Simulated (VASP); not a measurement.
Write the native input for VASP 6.6.1 that does the following.

| Item | Value |
| --- | --- |
| Task | single point |
| Functional | r2SCAN |
| Potentials or basis | VASP PAW PBE potentials, release 64 (C) |
| Cutoff | 520 eV |
| k mesh | 10 × 10 × 2 |
| Occupations | gaussian, width 0.05 eV |
| Spin | no spin polarisation |
| Dipole correction | no |
| Further INCAR settings | ALGO = Normal; EDIFF = 1e-06; NBANDS = 36 |

Crystal: C.

```
CELL_PARAMETERS angstrom
1.78014 -1.78014 0.00000
1.78014 0.00000 -1.78014
9.49421 5.93375 5.93375
ATOMIC_POSITIONS crystal
C 0.48608 0.48608 0.27087
C 0.93053 0.93053 0.10420
C 0.04163 0.04163 0.43753
C 0.15273 0.15273 0.77087
C 0.59718 0.59718 0.60420
C 0.70828 0.70828 0.93753
C 0.40274 0.40274 0.39587
C 0.84719 0.84719 0.22920
C 0.95829 0.95829 0.56253
C 0.06939 0.06939 0.89587
C 0.51384 0.51384 0.72920
C 0.29164 0.29164 0.06253
```

These files were run (other wordings do the same):

POSCAR

```
C
1.0
    1.7801417073     -1.7801417073      0.0000000000
    1.7801417073      0.0000000000     -1.7801417073
    9.4942077818      5.9337463530      5.9337463530
C
12
Direct
    0.4860798600      0.4860798600      0.2708666667
   -0.0694701400     -0.0694701400      0.1042000000
    0.0416298600      0.0416298600      0.4375333333
    0.1527298600      0.1527298600      0.7708666667
    0.5971798600      0.5971798600      0.6042000000
   -0.2917201400     -0.2917201400      0.9375333333
    0.4027423600      0.4027423600      0.3958666667
    0.8471923600      0.8471923600      0.2292000000
   -0.0417076400     -0.0417076400      0.5625333333
    0.0693923600      0.0693923600      0.8958666667
   -0.4861576400     -0.4861576400      0.7292000000
    0.2916423600      0.2916423600      0.0625333333
```

INCAR.step1

```
SYSTEM = C
PREC = Accurate ; ENCUT = 520
ISMEAR = 0 ; SIGMA = 0.05
LREAL = .False. ; LASPH = .True.
NELM = 100 ; NBANDS = 36
GGA = PE ; ALGO = Normal
EDIFF = 1E-4 ; LWAVE = .True.
LCHARG = .False.
```

INCAR.step2

```
SYSTEM = C
PREC = Accurate ; ENCUT = 520
EDIFF = 1E-6 ; ISMEAR = 0
SIGMA = 0.05 ; LREAL = .False.
LASPH = .True. ; NELM = 100
ALGO = Normal ; ISIF = 2
LWAVE = .False. ; LCHARG = .True.
METAGGA = R2SCAN ; LMIXTAU = .True.
LELF = .True. ; LVHAR = .True.
NBANDS = 36 ; ISTART = 1
```

KPOINTS

```
regular mesh
0
Gamma
  10 10 2
  0 0 0
```

Potentials or basis: VASP PAW PBE potentials, release 64 (C).

Command:

```bash
$ cat potpaw_PBE.64/C/POTCAR > POTCAR
$ cp INCAR.step1 INCAR
$ mpirun -np 1 vasp_std > vasp.out
$ cp INCAR.step2 INCAR
$ mpirun -np 1 vasp_std > vasp.out
```

Results of the run:

* Pressure: 2.3 GPa
* Largest force: 3.715 eV/Å
* Band gap on the k mesh: zero (bands 24 and 25 overlap by 0.66 eV)

Caveat: the PAW data sets were made with another functional, which shifts forces and pressure a little.

Wall time 5.3 min on 1 thread of Intel(R) Xeon(R) Platinum 8559C (Emerald Rapids) (shared host), peak memory 0.25 GiB.
